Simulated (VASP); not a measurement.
Set up this calculation in VASP 6.6.1, as the native input.

| Quantity | Value |
| --- | --- |
| Task | single point |
| Functional | PBEsol |
| Potentials or basis | VASP PAW PBE potentials, release 64 (Bi_d, Te) |
| Cutoff | 520 eV |
| k mesh | 14 × 14 × 14 |
| Occupations | gaussian, width 0.15 eV |
| Spin | no spin polarisation |
| Dipole correction | no |
| Further INCAR settings | ALGO = Normal; EDIFF = 1e-06; NBANDS = 18 |

The structure of BiTe lies in POSCAR:

```
BiTe
1.0
    0.0000000000      3.2350000000      3.2350000000
    3.2350000000      0.0000000000      3.2350000000
    3.2350000000      3.2350000000      0.0000000000
Bi Te
1 1
Direct
    0.0000000000      0.0000000000      0.0000000000
    0.5000000000      0.5000000000      0.5000000000
```

One way to write it, as run:

INCAR

```
  PREC = Accurate
  ENCUT = 520
  EDIFF = 1E-6
  ISMEAR = 0
  SIGMA = 0.15
  LREAL = False
  LASPH = True
  NELM = 60
  ALGO = Normal
  ISIF = 2
  LWAVE = False
  LCHARG = False
  GGA = PS
  NBANDS = 18
```

KPOINTS

```
regular mesh
0
Gamma
  14 14 14
```

Potentials or basis: VASP PAW PBE potentials, release 64 (Bi_d, Te).

Command:

```sh
$ cat potpaw_PBE.64/Bi_d/POTCAR potpaw_PBE.64/Te/POTCAR > POTCAR
$ mpirun -np 1 vasp_std > vasp.out
```

Results of the run:

```yaml
Pressure: -1.7 GPa
```

Caveat: the PAW data sets were made with another functional, which shifts forces and pressure a little.

It took 110 s on 1 thread of Intel(R) Xeon(R) Platinum 8259CL CPU @ 2.50GHz (Skylake/Cascade Lake), on a shared host, peak memory 0.29 GiB.
